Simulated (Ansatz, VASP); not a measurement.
**GaSb: VASP beside Ansatz**

The input INCAR:

```
  PREC = Accurate
  ENCUT = 520
  EDIFF = 1E-6
  ISMEAR = 0
  SIGMA = 0.15
  LREAL = F
  LASPH = T
  NELM = 80
  ALGO = Normal
  ISIF = 2
  LWAVE = F
  LCHARG = F
  GGA = PE
  NBANDS = 16
```

KPOINTS

```
regular mesh
0
Gamma
  16 16 16
```

The input POSCAR:

```
GaSb
1.0
   -1.7691194774      2.7200959894      2.4505063734
    1.7691194774     -2.7200959894      2.4505063734
    1.7691194774      2.7200959894     -2.4505063734
Ga Sb
1 1
Direct
    0.0000000000      0.0000000000      0.0000000000
    0.5000000000      0.5000000000      0.0000000000
```

Input for Ansatz:

```yaml
crystal:
  lattice:
    - [-1.7691194774, 2.7200959894, 2.4505063734]
    - [1.7691194774, -2.7200959894, 2.4505063734]
    - [1.7691194774, 2.7200959894, -2.4505063734]
  atoms:
    - { symbol: Ga, position: [0.0, 0.0, 0.0] }
    - { symbol: Sb, position: [0.5, 0.5, 0.0] }
basis:
  ecutwfc: 420
kpoints:
  mp_grid: { grid: [16, 16, 16] }
hamiltonian:
  xc: pbe
  pseudopotentials: { kind: paw, azcp: { folder: soft_1 } }
scf:
  occupations: { method: gaussian, width: 0.15 }
output:
  forces: true
  stress: true
  eigenvalues: true
```

Change from the starting cell: strain +e along x and -e along y +0.0267, strain +e along z and -e/2 along x and y -0.1500.

Alike in both runs: task single point; functional PBE; k mesh 16 × 16 × 16; occupations gaussian, width 0.15 eV; no spin polarisation.

|  | VASP | Ansatz |
| --- | --- | --- |
| version | VASP 6.6.1 | Ansatz 0.2.0 |
| potentials or method | VASP PAW PBE potentials, release 64 (Ga_d, Sb), cutoff 520 eV | scalar-relativistic, plane waves, PAW |
| valence electrons in the cell | 18 | 28 |

|  | VASP | Ansatz | Ansatz less VASP |
| --- | --- | --- | --- |
| gap on the k mesh at the Fermi level (eV) | none | none | - |
| pressure (GPa) | 9.6 | 9.6 | -0.05 |
| traceless stress, the component that is largest in VASP (GPa) | 28.24 | 28.09 | -0.150 |

A gap of «none» marks a metal or a gap that the smearing closes. VASP's potentials hold 18 valence electrons a cell and Ansatz's 28, so a difference there can come from the potentials and not from the codes.

Spin-orbit coupling is off throughout.
